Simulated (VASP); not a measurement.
# BaZrO3 (P1) in VASP: single point with PBE

Aim: the single point of BaZrO3 with PBE.

All numbers are computed with VASP 6.6.1; they aren't measurements. Logs are shortened: lines on timing, memory, paths and dates and some standing lists are left out, and cuts for length are marked.

## Step 1: The cell of the first run

The typed cell holds 5 atoms: a = 4.256 Å, b = 4.183 Å, c = 4.238 Å, α = 91.12°, β = 89.89°, γ = 91.23°.

## Step 2: Single point, PBE (atoms moved at random and the cell strained at random)

The input, INCAR:

```
ALGO = Normal
EDIFF = 1E-7
ENCUT = 520
GGA = PE
ISIF = 2
ISMEAR = 0
LASPH = True
LCHARG = False
LREAL = False
LWAVE = False
NBANDS = 28
NELM = 60
PREC = Accurate
SIGMA = 0.05
```

The input, KPOINTS:

```
k-points
0
Gamma
  8 8 8
```

The input, POSCAR:

```
BaZrO3
1.0
    4.2558250675     -0.0452420644      0.0039352826
   -0.0452420644      4.1827082600     -0.0409537746
    0.0039352826     -0.0409537746      4.2377246956
Ba Zr O
1 1 3
Direct
   -0.0099674221     -0.0135814751     -0.0029187535
    0.5060767144      0.5056676940      0.5345944605
    0.0075859994      0.5114532601      0.4937680326
    0.4886090380      0.4913127352     -0.0364064880
    0.5076956702      0.0051477858      0.5109627483
```

Potentials or basis: VASP PAW PBE potentials, release 64 (Ba_sv, Zr_sv, O).

Run with:

```bash
$ cat potpaw_PBE.64/Ba_sv/POTCAR potpaw_PBE.64/Zr_sv/POTCAR potpaw_PBE.64/O/POTCAR > POTCAR
$ mpirun -np 1 vasp_std > vasp.out
```

OUTCAR:

```text
EDIFF = 1E-7
   ENCUT = 520
   GGA = PE
   ISIF = 2
   ISMEAR = 0
   LASPH = True
   LREAL = False
   NELM = 60
   PREC = Accurate

 ion  position               nearest neighbor table
   1  0.990  0.986  0.997-   3 2.89   5 2.91   3 2.92   4 2.94   4 2.97   5 2.99   4 3.00   3 3.01
                             5 3.01   4 3.04   3 3.09   5 3.10   2 3.44   2 3.57   2 3.63   2 3.65
   2  0.506  0.506  0.535-   4 1.82   5 2.09   5 2.09   3 2.13   3 2.14   4 2.42   1 3.44   1 3.57
                             1 3.63   1 3.65   1 3.67   1 3.76   1 3.79   1 3.80
   3  0.008  0.511  0.494-   2 2.13   2 2.14   1 2.89   1 2.92   1 3.01   1 3.09
   4  0.489  0.491  0.964-   2 1.82   2 2.42   1 2.94   1 2.97   1 3.00   1 3.04
   5  0.508  0.005  0.511-   2 2.09   2 2.09   1 2.91   1 2.99   1 3.01   1 3.10

  LATTYP: Found a triclinic cell.
 ALAT       =     4.2379244087
 B/A-ratio  =     1.4187109141
 C/A-ratio  =     1.7271599418
 COS(alpha) =     0.0010001713
 COS(beta)  =     0.5667251363
 COS(gamma) =     0.7184062792

  Lattice vectors:

 A1 = (  -0.0039352826,   0.0409537746,  -4.2377246956)
 A2 = (  -0.0491773470,   4.2236620346,  -4.2786784702)
 A3 = (   4.2971318493,  -4.1869965498,  -4.1928356384)

Analysis of symmetry for initial positions (statically):
=====================================================================
 Subroutine PRICEL returns:
 Original cell was already a primitive cell.

 Routine SETGRP: Setting up the symmetry group for a
 triclinic supercell.

 Subroutine GETGRP returns: Found  1 space group operations
 (whereof  1 operations were pure point group operations)
 out of a pool of  2 trial point group operations.

The static configuration has the point symmetry C_1 .

Analysis of symmetry for dynamics (positions and initial velocities):
=====================================================================
 Subroutine PRICEL returns:
 Original cell was already a primitive cell.

 Routine SETGRP: Setting up the symmetry group for a
 triclinic supercell.

 Subroutine GETGRP returns: Found  1 space group operations
 (whereof  1 operations were pure point group operations)
 out of a pool of  2 trial point group operations.

The dynamic configuration has the point symmetry C_1 .

 Subroutine INISYM returns: Found  1 space group operations
 (whereof  1 operations are pure point group operations),
 and found     1 'primitive' translations

----------------------------------------------------------------------------------------

                                     Primitive cell

  volume of cell :      75.4193

  direct lattice vectors                    reciprocal lattice vectors
     4.255825068 -0.045242064  0.003935283     0.234999244  0.002539962 -0.000193681
    -0.045242064  4.182708260 -0.040953775     0.002539962  0.239129625  0.002308613
     0.003935283 -0.040953775  4.237724696    -0.000193681  0.002308613  0.235998178

  length of vectors
     4.256067356  4.183153409  4.237924409     0.235013050  0.239154257  0.236009549

  position of ions in fractional coordinates (direct lattice)
     0.990032578  0.986418525  0.997081247
     0.506076714  0.505667694  0.534594461
     0.007585999  0.511453260  0.493768033
     0.488609038  0.491312735  0.963593512
     0.507695670  0.005147786  0.510962748

  ion indices of the primitive-cell ions
   primitive index   ion index
                 1           1
                 2           2
                 3           3
                 4           4
                 5           5

----------------------------------------------------------------------------------------

 KPOINTS: k-points

Automatic generation of k-mesh.
 Grid dimensions read from file:
 generate k-points for:    8    8    8

 Generating k-lattice:

  Cartesian coordinates                     Fractional coordinates (reciprocal lattice)
     0.029374906  0.000317495 -0.000024210     0.125000000  0.000000000  0.000000000
     0.000317495  0.029891203  0.000288577     0.000000000  0.125000000  0.000000000
    -0.000024210  0.000288577  0.029499772    -0.000000000 -0.000000000  0.125000000

  Length of vectors
     0.029376631  0.029894282  0.029501194

  Shift w.r.t. Gamma in fractional coordinates (k-lattice)
     0.000000000  0.000000000  0.000000000

 Subroutine IBZKPT returns following result:
 ===========================================

 Found    260 irreducible k-points:

 Following reciprocal coordinates:
            Coordinates               Weight
  0.000000  0.000000  0.000000      1.000000
  0.125000  0.000000 -0.000000      2.000000
  0.250000  0.000000 -0.000000      2.000000
  0.375000 -0.000000 -0.000000      2.000000
  0.500000  0.000000 -0.000000      1.000000
 -0.000000  0.125000 -0.000000      2.000000
[... 16 lines left out ...]
  0.125000  0.375000 -0.000000      2.000000
  0.250000  0.375000 -0.000000      2.000000
 [... further k-points ...]
   k-points           NKPTS =    260   k-points in BZ     NKDIM =    260   number of bands    NBANDS=     28
   number of dos      NEDOS =    301   number of ions     NIONS =      5
   total plane-waves  NPLWV =  32768
   dimension x,y,z NGX =    32 NGY =   32 NGZ =   32
   dimension x,y,z NGXF=    64 NGYF=   64 NGZF=   64
   ions per type =               1   1   3
   NGX,Y,Z   is equivalent  to a cutoff of  12.50, 12.72, 12.55 a.u.
   NGXF,Y,Z  is equivalent  to a cutoff of  25.00, 25.43, 25.11 a.u.
 SYSTEM =  unknown system
   PREC   = accura    normal or accurate (medium, high low for compatibility)
   ISTART =      0    job   : 0-new  1-cont  2-samecut
   ICHARG =      2    charge: 1-file 2-atom 10-const
   ISPIN  =      1    spin polarized calculation?
   LNONCOLLINEAR =      F non collinear calculations
   LSORBIT =      F    spin-orbit coupling
   LASPH  =      T    aspherical Exc in radial PAW
   ENCUT  =  520.0 eV  38.22 Ry    6.18 a.u.   7.91  7.78  7.88*2*pi/ulx,y,z
   NELM   =     60;   NELMIN=  2; NELMDL= -5     # of ELM steps
   EDIFF  = 0.1E-06   stopping-criterion for ELM
   LREAL  =      F    real-space projection
   EDIFFG = 0.1E-05   stopping-criterion for IOM
   NSW    =      0    number of steps for IOM
   IBRION =     -1    ionic relax: 0-MD 1-quasi-New 2-CG
   NFREE  =      0    steps in history (QN), initial steepest desc. (CG)
   ISIF   =      2    stress and relaxation
   ISYM   =      2    0-nonsym 1-usesym 2-fastsym
   POTIM  = 0.5000    time-step for ionic-motion
   TEBEG  =    0.0;   TEEND  =   0.0 temperature during run
   PSTRESS=    0.0 pullay stress
   NELECT =      40.0000    total number of electrons
   NUPDOWN=      -1.0000    fix difference up-down
   EMIN   =  10.00;   EMAX   =-10.00  energy-range for DOS
   EFERMI =   0.00;   METHOD = LEGACY
   ISMEAR =     0;   SIGMA  =   0.05  broadening in eV -4-tet -1-fermi 0-gaus
   EFERMI_NEDOS =   21; number of points for ismear=-14 and -15
   IALGO  =     38    algorithm
   IMIX   =      4    mixing-type and parameters
     AMIX     =   0.40;   BMIX     =  1.00
     AMIX_MAG =   1.60;   BMIX_MAG =  1.00
  volume/ion in A,a.u.               =      15.08       101.79
  Fermi-wavevector in a.u.,A,eV,Ry     =   1.325157  2.504183 23.892379  1.756040
  Thomas-Fermi vector in A             =   2.454638
   LORBIT       =      0    0 simple, 1 ext, 2 COOP (PROOUT), +10 PAW based schemes
   GGA     = PE    functional components
   LHFCALC =     F    Hartree Fock is set to
   AEXX    =    0.0000 exact exchange contribution
   IVDW    =     0    specifies the selected vdW correction
   LEPSILON=     F    determine dielectric tensor
   LRPA    =     F    only Hartree local field effects (RPA)
 non-spin polarized calculation
 Gauss-broadening in eV      SIGMA  =   0.05
  energy-cutoff  :      520.00
  volume of cell :       75.42
 maximum number of plane-waves:      2048
   NGX = 15   NGY = 15   NGZ = 15

 number of electron      40.0000009 magnetization

 Free energy of the ion-electron system (eV)
  ---------------------------------------------------
  ext. energy  EPLUGINS =         0.00000000
  ---------------------------------------------------
  free energy    TOTEN  =       -41.20105204 eV

  energy without entropy =      -41.20105204  energy(sigma->0) =      -41.20105204

 E-fermi :   4.0557     XC(G=0): -10.6162

 val. band max:        3.7382788826   @ k =   0.5000   0.5000   0.5000
 cond. band min:       6.8914786579   @ k =   0.0000   0.0000   0.0000
 fundamental gap:      3.1531997752
 Fermi energy:         4.0557134271

 k-point     1 :       0.0000    0.0000    0.0000
  band No.  band energies     occupation
      1     -43.1828      2.00000
      2     -21.9350      2.00000
      3     -21.7809      2.00000
      4     -21.3296      2.00000
      5     -21.2938      2.00000
      6     -12.6372      2.00000
[... 20 lines left out ...]
     27      11.1512      0.00000
     28      11.5056      0.00000

 k-point     2 :       0.1250    0.0000   -0.0000
  band No.  band energies     occupation
      1     -43.1824      2.00000
      2     -21.9314      2.00000
      3     -21.7913      2.00000
      4     -21.3316      2.00000
      5     -21.3074      2.00000
      6     -12.6474      2.00000
[... 20 lines left out ...]
     27      11.4065      0.00000
     28      11.6549      0.00000

 k-point     3 :       0.2500    0.0000   -0.0000
  band No.  band energies     occupation
      1     -43.1815      2.00000
      2     -21.9253      2.00000
      3     -21.8173      2.00000
      4     -21.3520      2.00000
      5     -21.3197      2.00000
      6     -12.7040      2.00000
[... 20 lines left out ...]
     27      11.3463      0.00000
     28      11.4187      0.00000

 k-point     4 :       0.3750   -0.0000   -0.0000
  band No.  band energies     occupation
      1     -43.1805      2.00000
      2     -21.9266      2.00000
      3     -21.8403      2.00000
      4     -21.3777      2.00000
      5     -21.3198      2.00000
      6     -12.7741      2.00000
[... 578 lines left out ...]
     27      11.1461      0.00000
     28      11.4102      0.00000

 k-point    23 :       0.1250    0.3750   -0.0000
  band No.  band energies     occupation
      1     -43.1794      2.00000
      2     -21.9199      2.00000
      3     -21.8410      2.00000
      4     -21.4454      2.00000
      5     -21.3197      2.00000
      6     -12.6878      2.00000
[... 20 lines left out ...]
     27      11.1737      0.00000
     28      11.4787      0.00000

 k-point    24 :       0.2500    0.3750   -0.0000
  band No.  band energies     occupation
      1     -43.1785      2.00000
      2     -21.8837      2.00000
      3     -21.8402      2.00000
      4     -21.4811      2.00000
      5     -21.3832      2.00000
      6     -12.6045      2.00000
[... 20 lines left out ...]
     27      11.2807      0.00000
     28      11.9931      0.00000

 [... further k-points ...]
[... 5 lines left out ...]
  --------------------------------------------------------------------------------------
  -------------------------------------------------------------------------------------
  Total        0.5410469      2.6617478      7.4374101      0.8740729      0.6876536     -0.0505869
  in kB       11.4937753     56.5450679    157.9972628     18.5684423     14.6082276     -1.0746472
  external PRESSURE =      75.3453687 kB  Pullay stress =       0.0000000 kB

 VOLUME and BASIS-vectors are now :
 -----------------------------------------------------------------------------
  energy-cutoff  :      520.00
  volume of cell :       75.42
      direct lattice vectors                 reciprocal lattice vectors
     4.255825068 -0.045242064  0.003935283     0.234999244  0.002539962 -0.000193681
    -0.045242064  4.182708260 -0.040953775     0.002539962  0.239129625  0.002308613
     0.003935283 -0.040953775  4.237724696    -0.000193681  0.002308613  0.235998178

 POSITION                                       TOTAL-FORCE (eV/Angst)
 -----------------------------------------------------------------------------------
      4.17270      4.04028      4.18885         0.302591      0.336018      0.410018
      2.13300      2.07027      2.24675        -0.160974     -0.207885     -4.010148
      0.01109      2.11869      2.07154        -0.340148     -0.021819     -0.218037
      2.06100      1.99345      4.06525         0.108695      0.108333      4.300902
      2.16244     -0.02236      2.16711         0.089836     -0.214648     -0.482736
 -----------------------------------------------------------------------------------
    total drift:                                0.000522     -0.000060     -0.000937

  FREE ENERGIE OF THE ION-ELECTRON SYSTEM (eV)
  ---------------------------------------------------
  free  energy   TOTEN  =       -41.2010520376 eV

  energy  without entropy=      -41.2010520376  energy(sigma->0) =      -41.20105204
```

Run time: 12 min. Hardware: 1 thread of AMD EPYC 7R13, shared host; peak memory 0.56 GiB.

What came out:

| Quantity | Value |
| --- | --- |
| Free energy | -41.2011 eV |
| Pressure | 7.5 GPa |
| Largest force | 4.304 eV/Å |
| Band gap on the k mesh | 3.15 eV, indirect (least direct gap 3.51 eV) |

Forces in eV/Å, atoms in the order of the input:
```
Ba   0.303  0.336  0.410
Zr  -0.161 -0.208 -4.010
O   -0.340 -0.022 -0.218
O    0.109  0.108  4.301
O    0.090 -0.215 -0.483
```

Caveat: the cell differs from its parent crystal (atoms moved at random and the cell strained at random); spin-orbit coupling is left out, which moves the levels of the heavy elements; forces of over 1 eV/Å act on the atoms, so gaps and moduli don't describe the material at rest. A k mesh can miss the band edges.
